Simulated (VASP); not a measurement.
# Al3Au (I4/mmm) in VASP: a series of runs

Al3Au is run at these levels: PBE; tasks: single point.

Program: VASP 6.6.1. These are calculated values, not measurements. Logs are shortened: lines on timing, memory, paths and dates and some standing lists are left out, and cuts for length are marked.

## Step 1: The cell of the first run

The structure is tetragonal, space group I4/mmm (No. 139). Conventional cell: a = 4.051 Å, b = 4.051 Å, c = 8.113 Å, α = 90.00°, β = 90.00°, γ = 90.00°. Au (site symmetry 4/mmm) has 12 Al at 2.86 to 2.87 Å within 3.8 Å. Al (site symmetry 4/mmm) has 4 Au at 2.86 Å and 8 Al at 2.87 Å within 3.8 Å. Al (site symmetry -4m2) has 8 Al at 2.86 to 2.87 Å and 4 Au at 2.87 Å within 3.8 Å.

## Step 2: Single point, PBE

INCAR

```
SYSTEM = Al3Au
ALGO = Normal
EDIFF = 1E-6
ENCUT = 520
GGA = PE
ISIF = 2
ISMEAR = -1
LASPH = .True.
LCHARG = .False.
LREAL = .False.
LWAVE = .False.
NBANDS = 18
NELM = 60
PREC = Accurate
SIGMA = 0.05
```

KPOINTS

```
k-points
0
Gamma
  8 8 8
  0 0 0
```

POSCAR

```
Al3Au
1.0
   -2.0253330000      2.0253330000      4.0566000000
    2.0253330000     -2.0253330000      4.0566000000
    2.0253330000      2.0253330000     -4.0566000000
Au Al
1 3
Direct
    0.0000000000      0.0000000000      0.0000000000
    0.5000000000      0.5000000000      0.0000000000
    0.2500000000      0.7500000000      0.5000000000
    0.7500000000      0.2500000000      0.5000000000
```

Potentials or basis: VASP PAW PBE potentials, release 64 (Au, Al).

Started as:

```bash
cat potpaw_PBE.64/Au/POTCAR potpaw_PBE.64/Al/POTCAR > POTCAR
mpirun -np 1 vasp_std > vasp.out
```

OUTCAR:

```text
SYSTEM = Al3Au
   EDIFF = 1E-6
   ENCUT = 520
   GGA = PE
   ISIF = 2
   ISMEAR = -1
   LASPH = .True.
   LREAL = .False.
   NELM = 60
   PREC = Accurate

 ion  position               nearest neighbor table
   1  0.000  0.000  0.000-   2 2.86   2 2.86   2 2.86   2 2.86   4 2.87   3 2.87   4 2.87   3 2.87
                             4 2.87   4 2.87   3 2.87   3 2.87
   2  0.500  0.500  0.000-   1 2.86   1 2.86   1 2.86   1 2.86   4 2.87   3 2.87   4 2.87   4 2.87
                             3 2.87   3 2.87   4 2.87   3 2.87
   3  0.250  0.750  0.500-   4 2.86   4 2.86   4 2.86   4 2.86   2 2.87   1 2.87   2 2.87   2 2.87
                             1 2.87   1 2.87   2 2.87   1 2.87
   4  0.750  0.250  0.500-   3 2.86   3 2.86   3 2.86   3 2.86   2 2.87   1 2.87   2 2.87   1 2.87
                             2 2.87   2 2.87   1 2.87   1 2.87

  LATTYP: Found a body centered tetragonal cell.
 ALAT       =     4.0506660000
 C/A-ratio  =     2.0029298886

  Lattice vectors:

 A1 = (  -2.0253330000,   2.0253330000,   4.0566000000)
 A2 = (   2.0253330000,  -2.0253330000,   4.0566000000)
 A3 = (   2.0253330000,   2.0253330000,  -4.0566000000)

Analysis of symmetry for initial positions (statically):
=====================================================================
 Subroutine PRICEL returns:
 Original cell was already a primitive cell.

 Routine SETGRP: Setting up the symmetry group for a
 body centered tetragonal supercell.

 Subroutine GETGRP returns: Found 16 space group operations
 (whereof 16 operations were pure point group operations)
 out of a pool of 16 trial point group operations.

The static configuration has the point symmetry D_4h.

Analysis of symmetry for dynamics (positions and initial velocities):
=====================================================================
 Subroutine PRICEL returns:
 Original cell was already a primitive cell.

 Routine SETGRP: Setting up the symmetry group for a
 body centered tetragonal supercell.

 Subroutine GETGRP returns: Found 16 space group operations
 (whereof 16 operations were pure point group operations)
 out of a pool of 16 trial point group operations.

The dynamic configuration has the point symmetry D_4h.

 Subroutine INISYM returns: Found 16 space group operations
 (whereof 16 operations are pure point group operations),
 and found     1 'primitive' translations

----------------------------------------------------------------------------------------

                                     Primitive cell

  volume of cell :      66.5603

  direct lattice vectors                    reciprocal lattice vectors
    -2.025333000  2.025333000  4.056600000     0.000000000  0.246872983  0.123255929
     2.025333000 -2.025333000  4.056600000     0.246872983  0.000000000  0.123255929
     2.025333000  2.025333000 -4.056600000     0.246872983  0.246872983  0.000000000

  length of vectors
     4.965878682  4.965878682  4.965878682     0.275931683  0.275931683  0.349131121

  position of ions in fractional coordinates (direct lattice)
     0.000000000  0.000000000  0.000000000
     0.500000000  0.500000000  0.000000000
     0.250000000  0.750000000  0.500000000
     0.750000000  0.250000000  0.500000000

  ion indices of the primitive-cell ions
   primitive index   ion index
                 1           1
                 2           2
                 3           3
                 4           4

----------------------------------------------------------------------------------------

 KPOINTS: k-points

Automatic generation of k-mesh.
 Grid dimensions read from file:
 generate k-points for:    8    8    8

 Generating k-lattice:

  Cartesian coordinates                     Fractional coordinates (reciprocal lattice)
     0.000000000  0.030859123  0.015406991     0.125000000  0.000000000  0.000000000
     0.030859123  0.000000000  0.015406991     0.000000000  0.125000000  0.000000000
     0.030859123  0.030859123  0.000000000     0.000000000  0.000000000  0.125000000

  Length of vectors
     0.034491460  0.034491460  0.043641390

  Shift w.r.t. Gamma in fractional coordinates (k-lattice)
     0.000000000  0.000000000  0.000000000

 Subroutine IBZKPT returns following result:
 ===========================================

 Found     59 irreducible k-points:

 Following reciprocal coordinates:
            Coordinates               Weight
  0.000000  0.000000  0.000000      1.000000
  0.125000  0.000000  0.000000      8.000000
  0.250000  0.000000  0.000000      8.000000
  0.375000  0.000000  0.000000      8.000000
  0.500000  0.000000  0.000000      4.000000
  0.125000  0.125000  0.000000      8.000000
[... 16 lines left out ...]
  0.250000  0.125000  0.125000     16.000000
  0.375000  0.125000  0.125000      8.000000
 [... further k-points ...]
   k-points           NKPTS =     59   k-points in BZ     NKDIM =     59   number of bands    NBANDS=     18
   number of dos      NEDOS =    301   number of ions     NIONS =      4
   total plane-waves  NPLWV =  64000
   dimension x,y,z NGX =    40 NGY =   40 NGZ =   40
   dimension x,y,z NGXF=    80 NGYF=   80 NGZF=   80
   ions per type =               1   3
   NGX,Y,Z   is equivalent  to a cutoff of  13.39, 13.39, 13.39 a.u.
   NGXF,Y,Z  is equivalent  to a cutoff of  26.78, 26.78, 26.78 a.u.
 SYSTEM =  Al3Au
   PREC   = accura    normal or accurate (medium, high low for compatibility)
   ISTART =      0    job   : 0-new  1-cont  2-samecut
   ICHARG =      2    charge: 1-file 2-atom 10-const
   ISPIN  =      1    spin polarized calculation?
   LNONCOLLINEAR =      F non collinear calculations
   LSORBIT =      F    spin-orbit coupling
   LASPH  =      T    aspherical Exc in radial PAW
   ENCUT  =  520.0 eV  38.22 Ry    6.18 a.u.   9.23  9.23  9.23*2*pi/ulx,y,z
   NELM   =     60;   NELMIN=  2; NELMDL= -5     # of ELM steps
   EDIFF  = 0.1E-05   stopping-criterion for ELM
   LREAL  =      F    real-space projection
   EDIFFG = 0.1E-04   stopping-criterion for IOM
   NSW    =      0    number of steps for IOM
   IBRION =     -1    ionic relax: 0-MD 1-quasi-New 2-CG
   NFREE  =      0    steps in history (QN), initial steepest desc. (CG)
   ISIF   =      2    stress and relaxation
   ISYM   =      2    0-nonsym 1-usesym 2-fastsym
   POTIM  = 0.5000    time-step for ionic-motion
   TEBEG  =    0.0;   TEEND  =   0.0 temperature during run
   PSTRESS=    0.0 pullay stress
   NELECT =      20.0000    total number of electrons
   NUPDOWN=      -1.0000    fix difference up-down
   EMIN   =  10.00;   EMAX   =-10.00  energy-range for DOS
   EFERMI =   0.00;   METHOD = LEGACY
   ISMEAR =    -1;   SIGMA  =   0.05  broadening in eV -4-tet -1-fermi 0-gaus
   EFERMI_NEDOS =   21; number of points for ismear=-14 and -15
   IALGO  =     38    algorithm
   IMIX   =      4    mixing-type and parameters
     AMIX     =   0.40;   BMIX     =  1.00
     AMIX_MAG =   1.60;   BMIX_MAG =  1.00
  volume/ion in A,a.u.               =      16.64       112.29
  Fermi-wavevector in a.u.,A,eV,Ry     =   1.096511  2.072106 16.358791  1.202337
  Thomas-Fermi vector in A             =   2.232855
   LORBIT       =      0    0 simple, 1 ext, 2 COOP (PROOUT), +10 PAW based schemes
   GGA     = PE    functional components
   LHFCALC =     F    Hartree Fock is set to
   AEXX    =    0.0000 exact exchange contribution
   IVDW    =     0    specifies the selected vdW correction
   LEPSILON=     F    determine dielectric tensor
   LRPA    =     F    only Hartree local field effects (RPA)
 non-spin polarized calculation
  energy-cutoff  :      520.00
  volume of cell :       66.56
 maximum number of plane-waves:      1811
 NGX is ok and might be reduce to    40
   NGX = 19   NGY = 19   NGZ = 19

 number of electron      19.9999999 magnetization

 Free energy of the ion-electron system (eV)
  ---------------------------------------------------
  ext. energy  EPLUGINS =         0.00000000
  ---------------------------------------------------
  free energy    TOTEN  =       -14.93848743 eV

  energy without entropy =      -14.92555998  energy(sigma->0) =      -14.93202371

 E-fermi :   8.8117     XC(G=0): -10.8413

 val. band max:        8.8018845018   @ k =  -0.1250  -0.1250   0.1250
 cond. band min:       8.8207036984   @ k =   0.2500   0.2500   0.0000
 fundamental gap:      0.0188191966
 Fermi energy:         8.8116815641

 k-point     1 :       0.0000    0.0000    0.0000
  band No.  band energies     occupation
      1      -2.4301      2.00000
      2       2.7381      2.00000
      3       2.8047      2.00000
      4       3.0077      2.00000
      5       3.0077      2.00000
      6       3.5048      2.00000
[... 10 lines left out ...]
     17      15.0830      0.00000
     18      15.0830      0.00000

 k-point     2 :       0.1250    0.0000    0.0000
  band No.  band energies     occupation
      1      -2.2419      2.00000
      2       2.7397      2.00000
      3       2.7512      2.00000
      4       2.9333      2.00000
      5       3.0500      2.00000
      6       3.4321      2.00000
[... 10 lines left out ...]
     17      13.6840      0.00000
     18      14.5567      0.00000

 k-point     3 :       0.2500    0.0000    0.0000
  band No.  band energies     occupation
      1      -1.6853      2.00000
      2       2.3037      2.00000
      3       2.6892      2.00000
      4       3.1239      2.00000
      5       3.1251      2.00000
      6       3.3012      2.00000
[... 10 lines left out ...]
     17      13.7273      0.00000
     18      15.8783      0.00000

 k-point     4 :       0.3750    0.0000    0.0000
  band No.  band energies     occupation
      1      -0.7930      2.00000
      2       1.5667      2.00000
      3       2.4949      2.00000
      4       3.0534      2.00000
      5       3.3389      2.00000
      6       3.3396      2.00000
[... 10 lines left out ...]
     17      15.6927      0.00000
     18      16.0167      0.00000

 k-point     5 :       0.5000    0.0000    0.0000
  band No.  band energies     occupation
      1       0.1798      2.00000
      2       0.5947      2.00000
      3       2.3559      2.00000
      4       2.9999      2.00000
      5       3.3449      2.00000
      6       3.3853      2.00000
[... 10 lines left out ...]
     17      15.0480      0.00000
     18      15.3793      0.00000

 k-point     6 :       0.1250    0.1250    0.0000
  band No.  band energies     occupation
      1      -1.9807      2.00000
      2       2.6213      2.00000
      3       2.6977      2.00000
      4       2.9513      2.00000
      5       3.0924      2.00000
      6       3.3550      2.00000
[... 10 lines left out ...]
     17      13.8204      0.00000
     18      15.8869      0.00000

 k-point     7 :       0.2500    0.1250    0.0000
  band No.  band energies     occupation
      1      -1.3587      2.00000
      2       2.2379      2.00000
      3       2.6156      2.00000
      4       2.9955      2.00000
      5       3.1765      2.00000
      6       3.3122      2.00000
[... 10 lines left out ...]
     17      15.4649      0.00000
     18      15.9740      0.00000

 k-point     8 :       0.3750    0.1250    0.0000
  band No.  band energies     occupation
      1      -0.4196      2.00000
      2       1.4764      2.00000
      3       2.4572      2.00000
      4       2.8990      2.00000
      5       3.3252      2.00000
      6       3.3503      2.00000
[... 10 lines left out ...]
     17      15.2061      0.00000
     18      16.1117      0.00000
[... 229 lines left out ...]
     17      18.0780      0.00000
     18      18.8097      0.00000

 k-point    20 :      -0.3750    0.3750    0.0000
  band No.  band energies     occupation
      1       0.0962      2.00000
      2       2.0000      2.00000
      3       2.3600      2.00000
      4       2.9402      2.00000
      5       3.3705      2.00000
      6       3.4907      2.00000
[... 10 lines left out ...]
     17      16.9338      0.00000
     18      18.2811      0.00000

 k-point    21 :       0.5000    0.5000    0.0000
  band No.  band energies     occupation
      1       1.0926      2.00000
      2       1.8483      2.00000
      3       2.3849      2.00000
      4       3.0606      2.00000
      5       3.0933      2.00000
      6       3.9160      2.00000
[... 10 lines left out ...]
     17      18.6275      0.00000
     18      19.7138      0.00000

 k-point    22 :       0.1250    0.1250    0.1250
  band No.  band energies     occupation
      1      -1.1074      2.00000
      2       2.3998      2.00000
      3       2.5344      2.00000
      4       2.9625      2.00000
      5       3.0649      2.00000
      6       3.2680      2.00000
[... 10 lines left out ...]
     17      15.3295      0.00000
     18      16.8836      0.00000

 k-point    23 :       0.2500    0.1250    0.1250
  band No.  band energies     occupation
      1      -0.2492      2.00000
      2       1.8057      2.00000
      3       2.4936      2.00000
      4       2.8509      2.00000
      5       3.2769      2.00000
      6       3.3315      2.00000
[... 10 lines left out ...]
     17      16.1496      0.00000
     18      17.1117      0.00000

 k-point    24 :       0.3750    0.1250    0.1250
  band No.  band energies     occupation
      1       0.7667      2.00000
      2       0.8683      2.00000
      3       2.5378      2.00000
      4       2.7730      2.00000
      5       3.1901      2.00000
      6       3.4584      2.00000
[... 10 lines left out ...]
     17      15.7012      0.00000
     18      18.3632      0.00000

 [... further k-points ...]
[... 5 lines left out ...]
  --------------------------------------------------------------------------------------
  -------------------------------------------------------------------------------------
  Total       -0.0463237     -0.0463237      0.3763123      0.0000000     -0.0000000      0.0000000
  in kB       -1.1150602     -1.1150602      9.0582434      0.0000000     -0.0000000      0.0000000
  external PRESSURE =       2.2760410 kB  Pullay stress =       0.0000000 kB

 VOLUME and BASIS-vectors are now :
 -----------------------------------------------------------------------------
  energy-cutoff  :      520.00
  volume of cell :       66.56
      direct lattice vectors                 reciprocal lattice vectors
    -2.025333000  2.025333000  4.056600000     0.000000000  0.246872983  0.123255929
     2.025333000 -2.025333000  4.056600000     0.246872983  0.000000000  0.123255929
     2.025333000  2.025333000 -4.056600000     0.246872983  0.246872983  0.000000000

 POSITION                                       TOTAL-FORCE (eV/Angst)
 -----------------------------------------------------------------------------------
      0.00000      0.00000      0.00000        -0.000000      0.000000     -0.000000
      0.00000      0.00000      4.05660        -0.000000      0.000000     -0.000000
      2.02533      0.00000      2.02830         0.000000     -0.000000      0.000000
      0.00000      2.02533      2.02830        -0.000000     -0.000000      0.000000
 -----------------------------------------------------------------------------------
    total drift:                               -0.000000     -0.000000      0.000000

  FREE ENERGIE OF THE ION-ELECTRON SYSTEM (eV)
  ---------------------------------------------------
  free  energy   TOTEN  =       -14.9384874346 eV

  energy  without entropy=      -14.9255599813  energy(sigma->0) =      -14.93202371
```

Wall time 2.6 min (1 thread of AMD EPYC 7R43 (Zen 3), shared host); peak memory 0.22 GiB.

What came out:

| Quantity | Value |
| --- | --- |
| Free energy | -14.9385 eV |
| Pressure | 0.2 GPa |
| Band gap on the k mesh | zero (band 10 reaches 10.59 eV, above the bottom of band 11 at 7.22 eV) |

Levels at points of the mesh, in eV from the Fermi level:
```csv
k point,band 6,band 7,band 8,band 9,band 10,band 11,band 12,band 13,band 14,band 15
"(0.00, 0.00, 0.00)",-5.31,-2.64,0.03,0.03,0.35,0.69,0.79,0.79,0.87,2.19
"(0.50, 0.00, 0.00)",-5.43,-4.84,-3.53,-1.81,0.38,1.26,1.51,2.89,4.53,4.82
"(0.50, 0.50, 0.00)",-4.90,-4.55,-4.46,-3.99,-2.17,-1.59,2.10,2.94,3.40,4.27
"(0.50, 0.50, 0.50)",-5.34,-5.25,-2.54,-2.54,-0.39,0.95,5.10,5.64,5.64,6.31
```

Caveat: spin-orbit coupling is left out, which moves the levels of the heavy elements.

[end of part 1 of 2]
